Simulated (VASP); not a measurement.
Input of a VASP 6.6.1 run:

INCAR

```
SYSTEM = B4N3
PREC = Accurate ; ENCUT = 520
EDIFF = 1E-7 ; ISMEAR = 0
SIGMA = 0.05 ; LREAL = .FALSE.
LASPH = .TRUE. ; NELM = 150
ALGO = Normal ; ISIF = 2
LWAVE = .FALSE. ; LCHARG = .FALSE.
ISPIN = 2 ; MAGMOM = 0 0 0 1 0 0 0
LORBIT = 11 ; LDIPOL = .TRUE.
IDIPOL = 3 ; DIPOL = 0.5 0.5 0.489
GGA = PE ; IVDW = 12
IBRION = 2 ; NSW = 45
EDIFFG = -0.02 ; KPAR = 2
```

Contents of KPOINTS:

```
regular mesh
0
G
  12 12 1
  0 0 0
```

The input POSCAR:

```
B4N3
1.0
    2.5061138139      0.0000000000      0.0000000000
   -1.2530569069      2.1703582276      0.0000000000
    0.0000000000      0.0000000000     25.5926876535
B N
4 3
Selective dynamics
Direct
    0.6666666667      0.3333333333      0.3321261180  F F F
    0.3333333333      0.6666666667      0.4620997192  F F F
    0.0000000000      0.0000000000      0.5919331793  F F F
    0.6666666667      0.3333333333      0.6529628122  F F T
    0.3333333333      0.6666666667      0.3322402186  F F F
    0.0000000000      0.0000000000      0.4621445630  F F F
    0.6666666667      0.3333333333      0.5920079011  F F F
```

Potentials or basis: VASP PAW PBE potentials, release 64 (B, N).

Run with:

```console
$ cat potpaw_PBE.64/B/POTCAR potpaw_PBE.64/N/POTCAR > POTCAR
$ mpirun -np 2 vasp_std > vasp.out
```

(1) Predict the dispersion energy per atom.

(2) What does it give for the net moment?

(3) Estimate the energy gained by relaxing.

Answers

(1) -0.148 eV.

(2) 0.00 μB per cell.

(3) 37.0 meV/atom.
